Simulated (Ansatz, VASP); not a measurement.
# One calculation of Cr, two programs

Contents of INCAR:

```
SYSTEM = Cr
PREC     = Accurate       ! precision mode
ENCUT    = 500            ! plane-wave cutoff, eV
EDIFF    = 1E-6           ! SCF threshold, eV
ISMEAR   = 0              ! smearing method
SIGMA    = 0.1            ! smearing width, eV
LREAL    = .False.        ! projectors in reciprocal space
LASPH    = .True.         ! aspherical terms in the spheres
NELM     = 120            ! most SCF steps
ALGO     = Normal         ! electronic algorithm
ISIF     = 2              ! what is computed and relaxed
LWAVE    = .False.        ! write WAVECAR
LCHARG   = .False.        ! write CHGCAR
GGA      = CA             ! functional
NBANDS   = 12             ! bands
GGA_COMPAT= .False.
```

The input KPOINTS:

```
regular mesh
0
Gamma
  16 16 16
  0 0 0
```

Contents of POSCAR:

```
Cr
1.0
   -1.3942485114      1.3942485114      1.3942485114
    1.3942485114     -1.3942485114      1.3942485114
    1.3942485114      1.3942485114     -1.3942485114
Cr
1
Direct
    0.0000000000      0.0000000000      0.0000000000
```

Input for Ansatz:

```yaml
crystal:
  lattice:
    - [-1.3942485114, 1.3942485114, 1.3942485114]
    - [1.3942485114, -1.3942485114, 1.3942485114]
    - [1.3942485114, 1.3942485114, -1.3942485114]
  atoms:
    - { symbol: Cr, position: [0.0, 0.0, 0.0] }
hamiltonian:
  xc: lda
  pseudopotentials:
    kind: paw
    azcp:
      Cr: "pseudopotentials/Cr.paw.azcp"
basis:
  ecutwfc: 420
  fft_grid_basis: typed
kpoints:
  mp_grid: { grid: [16, 16, 16], shift: [0, 0, 0] }
magnetization:
  spin_polarized: false
scf:
  occupations: { method: gaussian, width: 0.1 }
  lower_state_search: "off"
output:
  stress: true
```

Alike in both runs: task single point; functional LDA; k mesh 16 × 16 × 16; occupations gaussian, width 0.1 eV; no spin polarisation.

```csv
,VASP,Ansatz
version,VASP 6.6.1,Ansatz 0.2.0
potentials or method,"VASP PAW LDA potentials, release 64 (Cr_pv), cutoff 500 eV","plane waves (420 eV) with PAW, scalar-relativistic"
valence electrons in the cell,12,14
```

VASP gave:

- pressure (GPa): -0.1

Question: What did Ansatz give for the same quantities?

Answer: Pressure (GPa): 0.0.

Ansatz warns that its potentials were made for another functional, while VASP's fit it. LDA's correlation is that of Perdew and Zunger in VASP and of Perdew and Wang (1992) in Ansatz. VASP's potentials hold 12 valence electrons a cell and Ansatz's 14, so a difference there can come from the potentials and not from the codes.
